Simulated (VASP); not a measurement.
# NiSb (Breithauptite) (P6_3/mmc) in VASP: further runs, part 2 of 2

VASP 6.6.1.

### Step 3. Single point, PBEsol, collinear spin, ferromagnetic start

This run uses another cell than the first one, of 16.42 Å³/atom, 0.866 times its volume.

File INCAR:

```
SYSTEM = NiSb
ALGO = Normal
EDIFF = 1E-6
ENCUT = 520
GGA = PS
ISIF = 2
ISMEAR = -1
ISPIN = 2
LASPH = .TRUE.
LCHARG = .TRUE.
LELF = .TRUE.
LMAXMIX = 4
LORBIT = 11
LREAL = .FALSE.
LVHAR = .TRUE.
LWAVE = .FALSE.
MAGMOM = 0 0 1 1
NBANDS = 27
NELM = 150
PREC = Accurate
SIGMA = 0.05
```

File KPOINTS:

```
k-points
0
G
  7 7 5
  0 0 0
```

File POSCAR:

```
NiSb
1.0
    3.9280000000      0.0000000000      0.0000000000
   -1.9640000000      3.4017477861      0.0000000000
    0.0000000000      0.0000000000      4.9152000000
Sb Ni
2 2
Direct
    0.6666666667      0.3333333333      0.7500000000
    0.3333333333      0.6666666667      0.2500000000
    0.0000000000      0.0000000000      0.5000000000
    0.0000000000      0.0000000000      0.0000000000
```

Potentials or basis: VASP PAW PBE potentials, release 64 (Sb, Ni).

The run is started by

```sh
> cat potpaw_PBE.64/Sb/POTCAR potpaw_PBE.64/Ni/POTCAR > POTCAR
> mpirun -np 1 vasp_std > vasp.out
```

OUTCAR:

```text
SYSTEM = NiSb
   EDIFF = 1E-6
   ENCUT = 520
   GGA = PS
   ISIF = 2
   ISMEAR = -1
   ISPIN = 2
   LASPH = .TRUE.
   LORBIT = 11
   LREAL = .FALSE.
   NELM = 150
   PREC = Accurate

 ion  position               nearest neighbor table
   1  0.667  0.333  0.750-   3 2.58   4 2.58   3 2.58   4 2.58   3 2.58   4 2.58   2 3.34   2 3.34
                             2 3.34   2 3.34   2 3.34   2 3.34
   2  0.333  0.667  0.250-   3 2.58   4 2.58   3 2.58   4 2.58   3 2.58   4 2.58   1 3.34   1 3.34
                             1 3.34   1 3.34   1 3.34   1 3.34
   3  0.000  0.000  0.500-   4 2.46   4 2.46   1 2.58   2 2.58   1 2.58   2 2.58   1 2.58   2 2.58

   4  0.000  0.000  0.000-   3 2.46   3 2.46   1 2.58   2 2.58   1 2.58   2 2.58   1 2.58   2 2.58

  LATTYP: Found a hexagonal cell.
 ALAT       =     3.9280000000
 C/A-ratio  =     1.2513238289

  Lattice vectors:

 A1 = (   3.9280000000,   0.0000000000,   0.0000000000)
 A2 = (  -1.9640000000,   3.4017477861,   0.0000000000)
 A3 = (   0.0000000000,   0.0000000000,   4.9152000000)

Analysis of symmetry for initial positions (statically):
[... 1652 lines left out ...]
  -------------------------------------------------------------------------------------
  Total        0.8251470      0.8251470      2.8365971     -0.0000000     -0.0000000      0.0000000
  in kB       20.1292277     20.1292277     69.1979865     -0.0000000     -0.0000000      0.0000000
  external PRESSURE =      36.4854806 kB  Pullay stress =       0.0000000 kB

 VOLUME and BASIS-vectors are now :
 -----------------------------------------------------------------------------
  energy-cutoff  :      520.00
  volume of cell :       65.68
      direct lattice vectors                 reciprocal lattice vectors
     3.928000000  0.000000000  0.000000000     0.254582485  0.146983266  0.000000000
    -1.964000000  3.401747786  0.000000000     0.000000000  0.293966532  0.000000000
     0.000000000  0.000000000  4.915200000     0.000000000  0.000000000  0.203450521

 POSITION                                       TOTAL-FORCE (eV/Angst)
 -----------------------------------------------------------------------------------
      1.96400      1.13392      3.68640         0.000000      0.000000      0.000000
     -0.00000      2.26783      1.22880        -0.000000      0.000000      0.000000
      0.00000      0.00000      2.45760        -0.000000      0.000000      0.000000
      0.00000      0.00000      0.00000        -0.000000      0.000000      0.000000
 -----------------------------------------------------------------------------------
    total drift:                               -0.000000      0.000000     -0.000000

  FREE ENERGIE OF THE ION-ELECTRON SYSTEM (eV)
  ---------------------------------------------------
  free  energy   TOTEN  =       -22.6484057268 eV

  energy  without entropy=      -22.6289231845  energy(sigma->0) =      -22.63866446

 total charge

# of ion       s       p       d       tot
------------------------------------------
    1        1.129   1.240   0.084   2.453
    2        1.129   1.240   0.084   2.453
    3        0.475   0.533   8.486   9.494
    4        0.475   0.533   8.486   9.494
--------------------------------------------------
tot          3.207   3.547  17.139  23.894

 magnetization (x)

# of ion       s       p       d       tot
------------------------------------------
    1        0.000  -0.000   0.000  -0.000
    2        0.000  -0.000   0.000  -0.000
    3       -0.000  -0.000  -0.000  -0.000
    4       -0.000  -0.000  -0.000  -0.000
--------------------------------------------------
tot         -0.000  -0.000  -0.000  -0.000
```

stdout:

```text
POSCAR found type information on POSCAR SbNi
 POSCAR found :  2 types and       4 ions
 scaLAPACK will be used
 -----------------------------------------------------------------------------
|                                                                             |
|                                                                             |
|     You enforced a specific xc type in the INCAR file but a different       |
|     I HOPE YOU KNOW WHAT YOU ARE DOING!                                     |
|                                                                             |
 -----------------------------------------------------------------------------

 LDA part: xc-table for (Slater+PW92), standard interpolation
 POSCAR, INCAR and KPOINTS ok, starting setup
 FFT: planning ... GRIDC
 FFT: planning ... GRID_SOFT
 FFT: planning ... GRID
 WAVECAR not read
 entering main loop
```

Wall time 54 s (1 thread of AMD EPYC 9R45 (Zen 5), shared host); peak memory 0.21 GiB.

Results:

```yaml
Free_energy: -22.6484 eV
Pressure: 3.6 GPa
Band_gap_on_the_k_mesh: zero (filled and empty bands overlap)
Net_moment: 0.00 μB per cell
Valence_electrons_inside_the_program's_atomic_spheres: Sb 2.45; Ni 9.49
```

Caveat: the PAW data sets were made with another functional, which shifts forces and pressure a little; spin-orbit coupling is left out, which moves the levels of the heavy elements.

### Step 4. Single point, PBEsol, collinear spin, ferromagnetic start

This run uses another cell than the first one, of 16.76 Å³/atom, 0.884 times its volume.

File INCAR:

```
SYSTEM = NiSb
PREC = Accurate
ENCUT = 520
EDIFF = 1E-7
ISMEAR = -1
SIGMA = 0.05
LREAL = .FALSE.
LASPH = .TRUE.
NELM = 150
ALGO = Normal
ISIF = 2
LWAVE = .FALSE.
LCHARG = .FALSE.
ISPIN = 2
MAGMOM = 0 0 1 1
LORBIT = 11
LMAXMIX = 4
GGA = PS
NBANDS = 27
```

File KPOINTS:

```
Automatic mesh
0
G
  7 7 5
  0 0 0
```

Changes to POSCAR since step 3:

```diff
@@ -4,3 +4,3 @@
    -1.9640000000      3.4017477861      0.0000000000
-    0.0000000000      0.0000000000      4.9152000000
+    0.0000000000      0.0000000000      5.0176000000
 Sb Ni
```

The run is started by

```sh
> cat potpaw_PBE.64/Sb/POTCAR potpaw_PBE.64/Ni/POTCAR > POTCAR
> mpirun -np 1 vasp_std > vasp.out
```

Run time: 57 s. Hardware: 1 thread of AMD EPYC 9R45 (Zen 5), shared host; peak memory 0.21 GiB.

The run converged. Its results:

- Free energy: -22.6861 eV
- Pressure: 0.7 GPa
- Band gap on the k mesh: zero (filled and empty bands overlap)
- Net moment: 0.00 μB per cell
- Valence electrons inside the program's atomic spheres: Sb 2.44; Ni 9.45

Stress tensor (GPa, compression positive):
```
0.01 0.00 0.00
0.00 0.01 0.00
0.00 0.00 2.01
```

Levels at points of the mesh, in eV from the Fermi level:
Spin up:
```tsv
k point	band 11	band 12	band 13	band 14	band 15	band 16	band 17	band 18	band 19	band 20
(0.00, 0.00, 0.00)	-1.32	-1.32	0.06	0.49	0.49	2.44	2.44	2.96	4.18	5.30
```
Spin down:
| k point | band 12 | band 13 | band 14 | band 15 | band 16 | band 17 | band 18 | band 19 |
| --- | --- | --- | --- | --- | --- | --- | --- | --- |
| (0.00, 0.00, 0.00) | -1.32 | 0.06 | 0.49 | 0.49 | 2.44 | 2.44 | 2.96 | 4.18 |

Caveat: the PAW data sets were made with another functional, which shifts forces and pressure a little; spin-orbit coupling is left out, which moves the levels of the heavy elements.

### Step 5. Single point, PBEsol, collinear spin, ferromagnetic start

This run uses another cell than the first one, of 16.93 Å³/atom, 0.893 times its volume.

File INCAR:

```
ALGO = Normal
EDIFF = 1E-6
ENCUT = 520
GGA = PS
ISIF = 2
ISMEAR = -1
ISPIN = 2
LASPH = True
LCHARG = False
LMAXMIX = 4
LORBIT = 11
LREAL = False
LWAVE = False
MAGMOM = 0 0 1 1
NBANDS = 27
NELM = 150
PREC = Accurate
SIGMA = 0.05
```

File KPOINTS:

```
k-points
0
Gamma
  7 7 5
```

Changes to POSCAR since step 4:

```diff
@@ -4,3 +4,3 @@
    -1.9640000000      3.4017477861      0.0000000000
-    0.0000000000      0.0000000000      5.0176000000
+    0.0000000000      0.0000000000      5.0688000000
 Sb Ni
```

The run is started by

```sh
> cat potpaw_PBE.64/Sb/POTCAR potpaw_PBE.64/Ni/POTCAR > POTCAR
> mpirun -np 1 vasp_std > vasp.out
```

Run time: 54 s. Hardware: 1 thread of AMD EPYC 9R45 (Zen 5), shared host; peak memory 0.21 GiB.

Results (log left out):

```yaml
Free_energy: -22.6899 eV
Pressure: -0.6 GPa
Band_gap_on_the_k_mesh: zero (filled and empty bands overlap)
Net_moment: 0.00 μB per cell
Valence_electrons_inside_the_program's_atomic_spheres: Sb 2.43; Ni 9.43
```

Stress tensor (GPa, compression positive):
```
-0.82  0.00  0.00
 0.00 -0.82  0.00
 0.00  0.00 -0.15
```

Levels at points of the mesh, in eV from the Fermi level:
Spin up:
```
           k point  band 11  band 12  band 13  band 14  band 15  band 16  band 17  band 18  band 19  band 20
(0.00, 0.00, 0.00)    -1.32    -1.32     0.02     0.55     0.55     2.47     2.47     3.04     4.12     5.32
```
Spin down:
| k point | band 12 | band 13 | band 14 | band 15 | band 16 | band 17 | band 18 | band 19 |
| --- | --- | --- | --- | --- | --- | --- | --- | --- |
| (0.00, 0.00, 0.00) | -1.32 | 0.02 | 0.55 | 0.55 | 2.47 | 2.47 | 3.04 | 4.12 |

Caveat: the PAW data sets were made with another functional, which shifts forces and pressure a little; spin-orbit coupling is left out, which moves the levels of the heavy elements.

### Step 6. Summary

| level | cell | k mesh | gap on the mesh (eV) | pressure (GPa) | moment (μB) |
| --- | --- | --- | --- | --- | --- |
| BLYP | a = 4.044, b = 4.044, c = 5.357 Å, angles 90.0, 90.0, 120.0°, 4 atoms | 6 × 6 × 4 | none | 0.2 | 0.00 |
| PBEsol | a = 3.928, b = 3.928, c = 4.915 Å, angles 90.0, 90.0, 120.0°, 4 atoms | 7 × 7 × 5 | none | 3.6 | 0.00 |
| PBEsol | a = 3.928, b = 3.928, c = 5.018 Å, angles 90.0, 90.0, 120.0°, 4 atoms | 7 × 7 × 5 | none | 0.7 | 0.00 |
| PBEsol | a = 3.928, b = 3.928, c = 5.069 Å, angles 90.0, 90.0, 120.0°, 4 atoms | 7 × 7 × 5 | none | -0.6 | 0.00 |

Alike in all rows: task single point; potentials or basis VASP PAW PBE potentials, release 64 (Sb, Ni); spin collinear, ferromagnetic start; cutoff (eV) 520; smearing fermi-dirac 0.05 eV.

Caveats: the PAW data sets were made with another functional, which shifts forces and pressure a little; spin-orbit coupling is left out, which moves the levels of the heavy elements.

Absolute energies hang on the potentials; compare differences alone.
